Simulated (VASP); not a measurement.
# Cr (P6_3/mmc) in VASP: notebook

Aim: see how the results for Cr move with the level of theory and the settings. Levels: PBE, LDA, PBEsol. Tasks: single point.

Everything below comes from runs of VASP 6.6.1. Logs are shortened: lines on timing, memory, paths and dates and some standing lists are left out, and cuts for length are marked.

## 1. The cell of the first run

It takes space group P6_3/mmc (No. 194, hexagonal). Conventional cell: a = 2.714 Å, b = 2.714 Å, c = 4.410 Å, α = 90.00°, β = 90.00°, γ = 120.00°. Within 3.6 Å of Cr (site symmetry -6m2) lie 12 Cr at 2.71 Å.

## 2. Single point, PBE, collinear spin, ferromagnetic start

Input file INCAR:

```
SYSTEM = Cr
ALGO     = Normal         ! electronic algorithm
EDIFF    = 1E-6           ! SCF threshold, eV
ENCUT    = 520            ! plane-wave cutoff, eV
GGA      = PE             ! functional
ISIF     = 2              ! what is computed and relaxed
ISMEAR   = 0              ! smearing method
ISPIN    = 2              ! spin polarisation
LASPH    = .TRUE.         ! aspherical terms in the spheres
LCHARG   = .TRUE.         ! write CHGCAR
LELF     = .TRUE.         ! ELF
LMAXMIX  = 4              ! l up to which the mixer works
LORBIT   = 11             ! projections on sites
LREAL    = .FALSE.        ! projectors in reciprocal space
LVHAR    = .TRUE.       
LWAVE    = .FALSE.        ! write WAVECAR
MAGMOM   = 3 3            ! initial moments
NBANDS   = 23             ! bands
NELM     = 150            ! most SCF steps
PREC     = Accurate       ! precision mode
SIGMA    = 0.028000000000000004 ! smearing width, eV
```

Input file KPOINTS:

```
k-points
0
G
  11 11 6
  0 0 0
```

Input file POSCAR:

```
Cr
1.0
    2.7140000000      0.0000000000      0.0000000000
   -1.3570000000      2.3503929459      0.0000000000
    0.0000000000      0.0000000000      4.4100000000
Cr
2
Direct
    0.6666666667      0.3333333333      0.7500000000
    0.3333333333      0.6666666667      0.2500000000
```

Potentials or basis: VASP PAW PBE potentials, release 64 (Cr_pv).

On the command line:

```console
> cat potpaw_PBE.64/Cr_pv/POTCAR > POTCAR
> mpirun -np 1 vasp_std > vasp.out
```

OUTCAR:

```text
SYSTEM = Cr
   EDIFF = 1E-6
   ENCUT = 520
   GGA = PE
   ISIF = 2
   ISMEAR = 0
   ISPIN = 2
   LASPH = .TRUE.
   LORBIT = 11
   LREAL = .FALSE.
   NELM = 150
   PREC = Accurate

 ion  position               nearest neighbor table
   1  0.667  0.333  0.750-   2 2.71   2 2.71   2 2.71   2 2.71   2 2.71   2 2.71
   2  0.333  0.667  0.250-   1 2.71   1 2.71   1 2.71   1 2.71   1 2.71   1 2.71

  LATTYP: Found a hexagonal cell.
 ALAT       =     2.7140000000
 C/A-ratio  =     1.6249078850

  Lattice vectors:

 A1 = (   2.7140000000,   0.0000000000,   0.0000000000)
 A2 = (  -1.3570000000,   2.3503929459,   0.0000000000)
 A3 = (   0.0000000000,   0.0000000000,   4.4100000000)

Analysis of symmetry for initial positions (statically):
=====================================================================
 Subroutine PRICEL returns:
 Original cell was already a primitive cell.

 Routine SETGRP: Setting up the symmetry group for a
 hexagonal supercell.

 Subroutine GETGRP returns: Found 24 space group operations
 (whereof 12 operations were pure point group operations)
 out of a pool of 24 trial point group operations.

The static configuration has the point symmetry D_3d.
 The point group associated with its full space group is D_6h.

Analysis of symmetry for dynamics (positions and initial velocities):
=====================================================================
 Subroutine PRICEL returns:
 Original cell was already a primitive cell.

 Routine SETGRP: Setting up the symmetry group for a
 hexagonal supercell.

 Subroutine GETGRP returns: Found 24 space group operations
 (whereof 12 operations were pure point group operations)
 out of a pool of 24 trial point group operations.

The dynamic configuration has the point symmetry D_3d.
 The point group associated with its full space group is D_6h.

Analysis of structural, dynamic, and magnetic symmetry:
=====================================================================
 Subroutine PRICEL returns:
 Original cell was already a primitive cell.

 Routine SETGRP: Setting up the symmetry group for a
 hexagonal supercell.

 Subroutine GETGRP returns: Found 24 space group operations
 (whereof 12 operations were pure point group operations)
 out of a pool of 24 trial point group operations.

The overall configuration has the point symmetry D_3d.
 The point group associated with its full space group is D_6h.

 Subroutine INISYM returns: Found 24 space group operations
 (whereof 12 operations are pure point group operations),
 and found     1 'primitive' translations

----------------------------------------------------------------------------------------

                                     Primitive cell

  volume of cell :      28.1312

  direct lattice vectors                    reciprocal lattice vectors
     2.714000000  0.000000000  0.000000000     0.368459838  0.212730387  0.000000000
    -1.357000000  2.350392946  0.000000000     0.000000000  0.425460773  0.000000000
     0.000000000  0.000000000  4.410000000     0.000000000  0.000000000  0.226757370

  length of vectors
     2.714000000  2.714000000  4.410000000     0.425460773  0.425460773  0.226757370

  position of ions in fractional coordinates (direct lattice)
     0.666666667  0.333333333  0.750000000
     0.333333333  0.666666667  0.250000000

  ion indices of the primitive-cell ions
   primitive index   ion index
                 1           1
                 2           2

----------------------------------------------------------------------------------------

 KPOINTS: k-points

Automatic generation of k-mesh.
 Grid dimensions read from file:
 generate k-points for:   11   11    6

 Generating k-lattice:

  Cartesian coordinates                     Fractional coordinates (reciprocal lattice)
     0.033496349  0.019339126  0.000000000     0.090909091  0.000000000  0.000000000
     0.000000000  0.038678252  0.000000000     0.000000000  0.090909091  0.000000000
     0.000000000  0.000000000  0.037792895     0.000000000  0.000000000  0.166666667

  Length of vectors
     0.038678252  0.038678252  0.037792895

  Shift w.r.t. Gamma in fractional coordinates (k-lattice)
     0.000000000  0.000000000  0.000000000

 Subroutine IBZKPT returns following result:
 ===========================================

 Found     64 irreducible k-points:

 Following reciprocal coordinates:
            Coordinates               Weight
  0.000000  0.000000  0.000000      1.000000
  0.090909 -0.000000  0.000000      6.000000
  0.181818  0.000000  0.000000      6.000000
  0.272727  0.000000  0.000000      6.000000
  0.363636 -0.000000  0.000000      6.000000
  0.454545 -0.000000  0.000000      6.000000
[... 16 lines left out ...]
  0.090909  0.090909  0.166667     12.000000
  0.181818  0.090909  0.166667     24.000000
 [... further k-points ...]
   k-points           NKPTS =     64   k-points in BZ     NKDIM =     64   number of bands    NBANDS=     23
   number of dos      NEDOS =    301   number of ions     NIONS =      2
   total plane-waves  NPLWV =  14400
   dimension x,y,z NGX =    20 NGY =   20 NGZ =   36
   dimension x,y,z NGXF=    40 NGYF=   40 NGZF=   72
   ions per type =               2
   NGX,Y,Z   is equivalent  to a cutoff of  12.25, 12.25, 13.57 a.u.
   NGXF,Y,Z  is equivalent  to a cutoff of  24.50, 24.50, 27.14 a.u.
 SYSTEM =  Cr
   PREC   = accura    normal or accurate (medium, high low for compatibility)
   ISTART =      0    job   : 0-new  1-cont  2-samecut
   ICHARG =      2    charge: 1-file 2-atom 10-const
   ISPIN  =      2    spin polarized calculation?
   LNONCOLLINEAR =      F non collinear calculations
   LSORBIT =      F    spin-orbit coupling
   LASPH  =      T    aspherical Exc in radial PAW
   ENCUT  =  520.0 eV  38.22 Ry    6.18 a.u.   5.05  5.05  8.20*2*pi/ulx,y,z
   NELM   =    150;   NELMIN=  2; NELMDL= -5     # of ELM steps
   EDIFF  = 0.1E-05   stopping-criterion for ELM
   LREAL  =      F    real-space projection
   EDIFFG = 0.1E-04   stopping-criterion for IOM
   NSW    =      0    number of steps for IOM
   IBRION =     -1    ionic relax: 0-MD 1-quasi-New 2-CG
   NFREE  =      0    steps in history (QN), initial steepest desc. (CG)
   ISIF   =      2    stress and relaxation
   ISYM   =      2    0-nonsym 1-usesym 2-fastsym
   POTIM  = 0.5000    time-step for ionic-motion
   TEBEG  =    0.0;   TEEND  =   0.0 temperature during run
   PSTRESS=    0.0 pullay stress
   NELECT =      24.0000    total number of electrons
   NUPDOWN=      -1.0000    fix difference up-down
   EMIN   =  10.00;   EMAX   =-10.00  energy-range for DOS
   EFERMI =   0.00;   METHOD = LEGACY
   ISMEAR =     0;   SIGMA  =   0.03  broadening in eV -4-tet -1-fermi 0-gaus
   EFERMI_NEDOS =   21; number of points for ismear=-14 and -15
   IALGO  =     38    algorithm
   IMIX   =      4    mixing-type and parameters
     AMIX     =   0.40;   BMIX     =  1.00
     AMIX_MAG =   1.60;   BMIX_MAG =  1.00
  volume/ion in A,a.u.               =      14.07        94.92
  Fermi-wavevector in a.u.,A,eV,Ry     =   1.552681  2.934142 32.801180  2.410819
  Thomas-Fermi vector in A             =   2.657021
   LORBIT       =     11    0 simple, 1 ext, 2 COOP (PROOUT), +10 PAW based schemes
   GGA     = PE    functional components
   LHFCALC =     F    Hartree Fock is set to
   AEXX    =    0.0000 exact exchange contribution
   IVDW    =     0    specifies the selected vdW correction
   LEPSILON=     F    determine dielectric tensor
   LRPA    =     F    only Hartree local field effects (RPA)
 spin polarized calculation
 Gauss-broadening in eV      SIGMA  =   0.03
  energy-cutoff  :      520.00
  volume of cell :       28.13
 maximum number of plane-waves:       772
   NGX = 11   NGY = 11   NGZ = 17

 number of electron      24.0000005 magnetization       1.7475882

 Free energy of the ion-electron system (eV)
  ---------------------------------------------------
  ext. energy  EPLUGINS =         0.00000000
  ---------------------------------------------------
  free energy    TOTEN  =       -17.70726041 eV

  energy without entropy =      -17.70602234  energy(sigma->0) =      -17.70664138

 E-fermi :   8.3014     XC(G=0): -12.5434

 val. band max:        8.2907973214   @ k =   0.3636   0.1818   0.1667
 cond. band min:       8.3067742773   @ k =   0.4545  -0.0000   0.0000
 fundamental gap:      0.0159769558
 Fermi energy:         8.3014348770

 spin component 1

 k-point     1 :       0.0000    0.0000    0.0000
  band No.  band energies     occupation
      1     -35.1518      1.00000
      2     -34.8224      1.00000
      3     -34.8224      1.00000
      4     -34.7564      1.00000
      5     -34.7564      1.00000
      6     -34.6683      1.00000
[... 15 lines left out ...]
     22      26.1740      0.00000
     23      28.7929      0.00000
[... 575 lines left out ...]
      1     -35.0681      1.00000
      2     -34.9596      1.00000
      3     -34.9409      1.00000
      4     -34.8651      1.00000
      5     -34.8005      1.00000
      6     -34.7171      1.00000
[... 15 lines left out ...]
     22      21.2586      0.00000
     23      23.1514      0.00000

 [... further k-points ...]

 spin component 2

 k-point     1 :       0.0000    0.0000    0.0000
  band No.  band energies     occupation
      1     -34.4061      1.00000
      2     -33.9775      1.00000
      3     -33.9775      1.00000
      4     -33.9124      1.00000
      5     -33.9104      1.00000
      6     -33.9104      1.00000
[... 15 lines left out ...]
     22      26.3106      0.00000
     23      28.9896      0.00000
[... 575 lines left out ...]
      1     -34.3103      1.00000
      2     -34.1264      1.00000
      3     -34.1064      1.00000
      4     -34.0245      1.00000
      5     -33.9581      1.00000
      6     -33.9508      1.00000
[... 15 lines left out ...]
     22      21.6862      0.00000
     23      23.5673      0.00000

 [... further k-points ...]
[... 5 lines left out ...]
  --------------------------------------------------------------------------------------
  -------------------------------------------------------------------------------------
  Total       -4.7467563     -4.7467563     -4.0535440      0.0000000     -0.0000000      0.0000000
  in kB     -270.3451665   -270.3451665   -230.8641872      0.0000000     -0.0000000      0.0000000
  external PRESSURE =    -257.1848401 kB  Pullay stress =       0.0000000 kB

 VOLUME and BASIS-vectors are now :
 -----------------------------------------------------------------------------
  energy-cutoff  :      520.00
  volume of cell :       28.13
      direct lattice vectors                 reciprocal lattice vectors
     2.714000000  0.000000000  0.000000000     0.368459838  0.212730387  0.000000000
    -1.357000000  2.350392946  0.000000000     0.000000000  0.425460773  0.000000000
     0.000000000  0.000000000  4.410000000     0.000000000  0.000000000  0.226757370

 POSITION                                       TOTAL-FORCE (eV/Angst)
 -----------------------------------------------------------------------------------
      1.35700      0.78346      3.30750        -0.000000     -0.000000      0.000000
     -0.00000      1.56693      1.10250         0.000000      0.000000      0.000000
 -----------------------------------------------------------------------------------
    total drift:                               -0.000000      0.000000     -0.000000

  FREE ENERGIE OF THE ION-ELECTRON SYSTEM (eV)
  ---------------------------------------------------
  free  energy   TOTEN  =       -17.7072604103 eV

  energy  without entropy=      -17.7060223400  energy(sigma->0) =      -17.70664138

 total charge

# of ion       s       p       d       tot
------------------------------------------
    1        0.382   6.278   4.056  10.716
    2        0.382   6.278   4.056  10.716
--------------------------------------------------
tot          0.764  12.556   8.112  21.433

 magnetization (x)

# of ion       s       p       d       tot
------------------------------------------
    1        0.002   0.023   0.787   0.812
    2        0.002   0.023   0.787   0.812
--------------------------------------------------
tot          0.005   0.045   1.574   1.624
```

It took 57 s on 1 thread of AMD EPYC 9R45 (Zen 5), shared host; peak memory 0.16 GiB.

Results:

| Quantity | Value |
| --- | --- |
| Free energy | -17.7073 eV |
| Pressure | -25.7 GPa |
| Net moment | 1.75 μB per cell |
| Site moments | Cr +0.81 μB |
| Valence electrons inside the program's atomic spheres | Cr 10.72 |

Levels at points of the mesh, in eV from the Fermi level:
Spin up:
```tsv
k point	band 9	band 10	band 11	band 12	band 13	band 14	band 15	band 16	band 17	band 18
(0.00, 0.00, 0.00)	-0.68	-0.68	-0.63	-0.32	-0.32	0.14	0.14	0.40	1.38	1.38
(0.00, 0.00, 0.50)	-1.13	-1.13	-0.74	-0.74	-0.74	-0.74	1.03	1.03	1.03	1.03
```
Spin down:
```csv
k point,band 8,band 9,band 10,band 11,band 12,band 13,band 14,band 15
"(0.00, 0.00, 0.00)",-3.10,-0.01,0.07,0.07,0.45,0.45,0.66,0.94
"(0.00, 0.00, 0.50)",-4.87,-0.58,-0.58,0.01,0.01,0.01,0.01,1.85
```

[end of part 1 of 2]
